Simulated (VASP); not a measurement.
# Be4Se3 (Pm-3m) in VASP: relaxation of cell and atoms with PBE

Aim: the relaxation of cell and atoms of Be4Se3 with PBE.

All numbers are computed with VASP 6.6.1; they aren't measurements. Logs are shortened: lines on timing, memory, paths and dates and some standing lists are left out, and cuts for length are marked.

### Step 1. The cell of the first run

The structure is cubic, space group Pm-3m (No. 221). Conventional cell: a = 4.516 Å, b = 4.516 Å, c = 4.516 Å, α = 90.00°, β = 90.00°, γ = 90.00°. Within 3.0 Å of Be (site symmetry m-3m) lie 6 Se at 2.26 Å. Within 3.0 Å of Be (site symmetry 4/mmm) lie 4 Se at 2.26 Å. Se (site symmetry 4/mmm) has 6 Be at 2.26 Å within 3.0 Å.

### Step 2. Relaxation of cell and atoms, PBE

INCAR reads:

```
PREC = Accurate
ENCUT = 600
EDIFF = 1E-7
ISMEAR = 0
SIGMA = 0.2
LREAL = F
LASPH = T
NELM = 100
ALGO = Normal
ISIF = 3
LWAVE = F
LCHARG = F
GGA = PE
IBRION = 2
NSW = 36
EDIFFG = -0.08
```

KPOINTS reads:

```
Automatic mesh
0
Gamma
  4 4 4
```

POSCAR reads:

```
Be4Se3
1.0
    4.5156873200      0.0000000000      0.0000000000
    0.0000000000      4.5156873200      0.0000000000
    0.0000000000      0.0000000000      4.5156873200
Be Se
4 3
Direct
    0.5000000000      0.5000000000      0.5000000000
    0.5000000000      0.0000000000      0.0000000000
    0.0000000000      0.5000000000      0.0000000000
    0.0000000000      0.0000000000      0.5000000000
    0.5000000000      0.5000000000      0.0000000000
    0.0000000000      0.5000000000      0.5000000000
    0.5000000000      0.0000000000      0.5000000000
```

Potentials or basis: VASP PAW PBE potentials, release 64 (Be, Se).

Launch:

```bash
> cat potpaw_PBE.64/Be/POTCAR potpaw_PBE.64/Se/POTCAR > POTCAR
> mpirun -np 1 vasp_std > vasp.out
```

OUTCAR:

```text
PREC = Accurate
   ENCUT = 600
   EDIFF = 1E-7
   ISMEAR = 0
   LREAL = F
   LASPH = T
   NELM = 100
   ISIF = 3
   GGA = PE
   IBRION = 2
   NSW = 36
   EDIFFG = -0.08

 ion  position               nearest neighbor table
   1  0.500  0.500  0.500-   5 2.26   6 2.26   7 2.26   5 2.26   7 2.26   6 2.26
   2  0.500  0.000  0.000-   5 2.26   7 2.26   7 2.26   5 2.26
   3  0.000  0.500  0.000-   5 2.26   6 2.26   6 2.26   5 2.26
   4  0.000  0.000  0.500-   6 2.26   7 2.26   6 2.26   7 2.26
   5  0.500  0.500  0.000-   1 2.26   2 2.26   3 2.26   1 2.26   2 2.26   3 2.26
   6  0.000  0.500  0.500-   1 2.26   3 2.26   4 2.26   3 2.26   4 2.26   1 2.26
   7  0.500  0.000  0.500-   1 2.26   2 2.26   4 2.26   2 2.26   1 2.26   4 2.26

  LATTYP: Found a simple cubic cell.
 ALAT       =     4.5156873200

  Lattice vectors:

 A1 = (   4.5156873200,   0.0000000000,   0.0000000000)
 A2 = (   0.0000000000,   4.5156873200,   0.0000000000)
 A3 = (   0.0000000000,   0.0000000000,   4.5156873200)

Analysis of symmetry for initial positions (statically):
=====================================================================
 Subroutine PRICEL returns:
 Original cell was already a primitive cell.

 Routine SETGRP: Setting up the symmetry group for a
 simple cubic supercell.

 Subroutine GETGRP returns: Found 48 space group operations
 (whereof 48 operations were pure point group operations)
 out of a pool of 48 trial point group operations.

The static configuration has the point symmetry O_h .

Analysis of symmetry for dynamics (positions and initial velocities):
=====================================================================
 Subroutine PRICEL returns:
 Original cell was already a primitive cell.

 Routine SETGRP: Setting up the symmetry group for a
 simple cubic supercell.

 Subroutine GETGRP returns: Found 48 space group operations
 (whereof 48 operations were pure point group operations)
 out of a pool of 48 trial point group operations.

The dynamic configuration has the point symmetry O_h .

 Subroutine INISYM returns: Found 48 space group operations
 (whereof 48 operations are pure point group operations),
 and found     1 'primitive' translations

----------------------------------------------------------------------------------------

                                     Primitive cell

  volume of cell :      92.0813

  direct lattice vectors                    reciprocal lattice vectors
     4.515687320  0.000000000  0.000000000     0.221450231  0.000000000  0.000000000
     0.000000000  4.515687320  0.000000000     0.000000000  0.221450231  0.000000000
     0.000000000  0.000000000  4.515687320     0.000000000  0.000000000  0.221450231

  length of vectors
     4.515687320  4.515687320  4.515687320     0.221450231  0.221450231  0.221450231

  position of ions in fractional coordinates (direct lattice)
     0.500000000  0.500000000  0.500000000
[... 63 lines left out ...]
 SYSTEM =  unknown system
   PREC   = accura    normal or accurate (medium, high low for compatibility)
   ISTART =      0    job   : 0-new  1-cont  2-samecut
   ICHARG =      2    charge: 1-file 2-atom 10-const
   ISPIN  =      1    spin polarized calculation?
   LNONCOLLINEAR =      F non collinear calculations
   LSORBIT =      F    spin-orbit coupling
   LASPH  =      T    aspherical Exc in radial PAW
   ENCUT  =  600.0 eV  44.10 Ry    6.64 a.u.   9.02  9.02  9.02*2*pi/ulx,y,z
   NELM   =    100;   NELMIN=  2; NELMDL= -5     # of ELM steps
   EDIFF  = 0.1E-06   stopping-criterion for ELM
   LREAL  =      F    real-space projection
   EDIFFG = -.8E-01   stopping-criterion for IOM
   NSW    =     36    number of steps for IOM
   IBRION =      2    ionic relax: 0-MD 1-quasi-New 2-CG
   NFREE  =      1    steps in history (QN), initial steepest desc. (CG)
   ISIF   =      3    stress and relaxation
   ISYM   =      2    0-nonsym 1-usesym 2-fastsym
   POTIM  = 0.5000    time-step for ionic-motion
   TEBEG  =    0.0;   TEEND  =   0.0 temperature during run
   PSTRESS=    0.0 pullay stress
   NELECT =      26.0000    total number of electrons
   NUPDOWN=      -1.0000    fix difference up-down
   EMIN   =  10.00;   EMAX   =-10.00  energy-range for DOS
   EFERMI =   0.00;   METHOD = LEGACY
   ISMEAR =     0;   SIGMA  =   0.20  broadening in eV -4-tet -1-fermi 0-gaus
   EFERMI_NEDOS =   21; number of points for ismear=-14 and -15
   IALGO  =     38    algorithm
   IMIX   =      4    mixing-type and parameters
     AMIX     =   0.40;   BMIX     =  1.00
     AMIX_MAG =   1.60;   BMIX_MAG =  1.00
  volume/ion in A,a.u.               =      13.15        88.77
  Fermi-wavevector in a.u.,A,eV,Ry     =   1.074011  2.029587 15.694317  1.153500
  Thomas-Fermi vector in A             =   2.209827
   LORBIT       =      0    0 simple, 1 ext, 2 COOP (PROOUT), +10 PAW based schemes
   GGA     = PE    functional components
   LHFCALC =     F    Hartree Fock is set to
   AEXX    =    0.0000 exact exchange contribution
   IVDW    =     0    specifies the selected vdW correction
   LEPSILON=     F    determine dielectric tensor
   LRPA    =     F    only Hartree local field effects (RPA)
 conjugate gradient relaxation of ions
 non-spin polarized calculation
 Gauss-broadening in eV      SIGMA  =   0.20
  energy-cutoff  :      600.00
  volume of cell :       92.08
 maximum number of plane-waves:      3112
   NGX = 19   NGY = 19   NGZ = 19

--------------------------------------- Ionic step        1  -------------------------------------------

 number of electron      25.9999994 magnetization

 Free energy of the ion-electron system (eV)
  ---------------------------------------------------
  ext. energy  EPLUGINS =         0.00000000
  ---------------------------------------------------
  free energy    TOTEN  =       -24.09584534 eV

  energy without entropy =      -24.06088517  energy(sigma->0) =      -24.07836525

 E-fermi :   7.3908     XC(G=0): -10.4598

 val. band max:        7.3826619566   @ k =   0.5000   0.2500   0.0000
 cond. band min:       7.4619259111   @ k =   0.5000   0.0000   0.0000
 fundamental gap:      0.0792639545
 Fermi energy:         7.3907651915

 k-point     1 :       0.0000    0.0000    0.0000
  band No.  band energies     occupation
      1     -10.0196      2.00000
      2      -6.5248      2.00000
      3      -6.5248      2.00000
      4      -1.2475      2.00000
      5      -1.2475      2.00000
      6      -1.2475      2.00000
[... 270 lines left out ...]
--------------------------------------- Ionic step        3  -------------------------------------------

 number of electron      25.9999992 magnetization

 Free energy of the ion-electron system (eV)
  ---------------------------------------------------
  ext. energy  EPLUGINS =         0.00000000
  ---------------------------------------------------
  free energy    TOTEN  =       -24.88081056 eV

  energy without entropy =      -24.84880518  energy(sigma->0) =      -24.86480787

 E-fermi :   5.8681     XC(G=0):  -9.8134

 val. band max:        5.8011557383   @ k =   0.0000   0.0000   0.0000
 cond. band min:       5.9734854893   @ k =   0.5000   0.2500   0.0000
 fundamental gap:      0.1723297510
 Fermi energy:         5.8681045908

 k-point     1 :       0.0000    0.0000    0.0000
  band No.  band energies     occupation
      1     -10.4197      2.00000
      2      -7.8248      2.00000
      3      -7.8248      2.00000
      4      -1.7200      2.00000
      5      -1.7200      2.00000
      6      -1.7200      2.00000
[... 223 lines left out ...]
  FREE ENERGIE OF THE ION-ELECTRON SYSTEM (eV)
  ---------------------------------------------------
  free  energy   TOTEN  =       -24.8808105561 eV

  energy  without entropy=      -24.8488051755  energy(sigma->0) =      -24.86480787

 reached required accuracy - stopping structural energy minimisation
```

OSZICAR:

```text
N       E                     dE             d eps       ncg     rms          rms(c)
DAV:   1     0.120801342988E+03    0.12080E+03   -0.12140E+04   340   0.148E+03
DAV:   2    -0.149397245221E+02   -0.13574E+03   -0.13297E+03   483   0.234E+02
DAV:   3    -0.241265711891E+02   -0.91868E+01   -0.91120E+01   412   0.671E+01
[... 29 lines left out ...]
DAV:   5    -0.248808313045E+02    0.31211E-03   -0.71528E-04   437   0.157E-01    0.519E-02
DAV:   6    -0.248808142069E+02    0.17098E-04   -0.23492E-04   403   0.688E-02    0.197E-02
DAV:   7    -0.248808107051E+02    0.35017E-05   -0.18155E-05   362   0.216E-02    0.150E-03
DAV:   8    -0.248808106016E+02    0.10355E-06   -0.51010E-07   452   0.523E-03    0.113E-03
DAV:   9    -0.248808105561E+02    0.45457E-07   -0.56622E-08   235   0.119E-03
   3 F= -.24880811E+02 E0= -.24864808E+02  d E =-.784965E+00
```

CONTCAR:

```text
Be4Se3
   1.00000000000000
     4.7696930766063250   -0.0000000000000000    0.0000000000000000
    -0.0000000000000000    4.7696930766063250   -0.0000000000000000
     0.0000000000000000    0.0000000000000000    4.7696930766063250
  Be              Se
     4     3
Direct
     0.5000000000000000    0.5000000000000000    0.5000000000000000
     0.5000000000000000    0.0000000000000000    0.0000000000000000
     0.0000000000000000    0.5000000000000000    0.0000000000000000
     0.0000000000000000    0.0000000000000000    0.5000000000000000
     0.5000000000000000    0.5000000000000000    0.0000000000000000
     0.0000000000000000    0.5000000000000000    0.5000000000000000
     0.5000000000000000    0.0000000000000000    0.5000000000000000

  0.00000000E+00  0.00000000E+00  0.00000000E+00
  0.00000000E+00  0.00000000E+00  0.00000000E+00
  0.00000000E+00  0.00000000E+00  0.00000000E+00
  0.00000000E+00  0.00000000E+00  0.00000000E+00
  0.00000000E+00  0.00000000E+00  0.00000000E+00
  0.00000000E+00  0.00000000E+00  0.00000000E+00
  0.00000000E+00  0.00000000E+00  0.00000000E+00
```

It took 22 s on 1 thread of Intel Xeon 6975P-C (Granite Rapids), shared host; peak memory 0.21 GiB.

Results:

| Quantity | Value |
| --- | --- |
| Free energy | -24.8808 eV |
| Relaxed volume | 15.50 Å³/atom |
| Relaxed cell | a = 4.770 Å, b = 4.770 Å, c = 4.770 Å, α = 90.00°, β = 90.00°, γ = 90.00° |
| Space group after relaxing (to 0.05 Å) | Pm-3m (No. 221) |
| Energy gained by relaxing | 112.1 meV/atom |
| Ionic steps | 3 |
| Pressure after relaxing | 0.1 GPa |
| Band gap on the k mesh | zero (band 13 reaches 5.97 eV, above the bottom of band 14 at 5.70 eV) |

The path:
```
step  energy change (eV)  largest force (eV/Å)  pressure (GPa)  volume (Å³)
   1              0.0000                0.0000           17.46        92.08
   2             -0.7541                0.0000           -2.44       112.54
   3             -0.7850                0.0000            0.07       108.51
```

Final structure:
```
Be Se
1.0
     4.76969    0.00000    0.00000
     0.00000    4.76969    0.00000
     0.00000    0.00000    4.76969
Be Se
4 3
Direct
  0.50000 0.50000 0.50000
  0.50000 0.00000 0.00000
  0.00000 0.50000 0.00000
  0.00000 0.00000 0.50000
  0.50000 0.50000 0.00000
  0.00000 0.50000 0.50000
  0.50000 0.00000 0.50000
```

Levels at points of the mesh, in eV from the Fermi level:
| k point | band 11 | band 12 | band 13 | band 14 | band 15 | band 16 |
| --- | --- | --- | --- | --- | --- | --- |
| (0.00, 0.00, 0.00) | -2.84 | -2.84 | -2.84 | -0.07 | -0.07 | 0.98 |
| (0.50, 0.00, 0.00) | -3.27 | -3.27 | -0.52 | 0.60 | 1.45 | 2.00 |
| (0.50, 0.50, 0.00) | -1.93 | -1.76 | -0.44 | 0.42 | 1.78 | 1.78 |
| (0.50, 0.50, 0.50) | -1.60 | -1.60 | -1.60 | 2.26 | 2.26 | 2.26 |

Caveat: the volume moved by over 15 % at a fixed basis, so the end points are rough.
